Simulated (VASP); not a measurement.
Crystal: AlP.

```
Al P
1.0
     0.00000    2.73926    2.73926
     2.73926    0.00000    2.73926
     2.73926    2.73926    0.00000
Al P
1 1
Direct
  0.00000 0.00000 0.00000
  0.25000 0.25000 0.25000
```

Base run:

- Program: VASP 6.6.1
- Functional: r2SCAN
- Potentials or basis: VASP PAW PBE potentials, release 64 (Al, P)
- Cutoff: 550 eV
- k mesh: 6 × 6 × 6
- Occupations: gaussian, width 0.01 eV
- Spin: no spin polarisation

Its results: band gap on the k mesh 1.93 eV, indirect (least direct gap 3.91 eV); pressure -0.3 GPa.

Q: The run is repeated on the same cell with these changes: functional from r2SCAN to PBE; cutoff from 550 eV to 500 eV. What comes out?

A: Band gap on the k mesh 1.60 eV, indirect (least direct gap 3.22 eV); pressure 1.3 GPa.

r2SCAN gives the wider gap, since meta-GGAs in the generalised Kohn-Sham scheme recover part of the derivative discontinuity.

Caveats: the PAW data sets were made with another functional, which shifts forces and pressure a little (some runs).

A k mesh can miss the band edges.
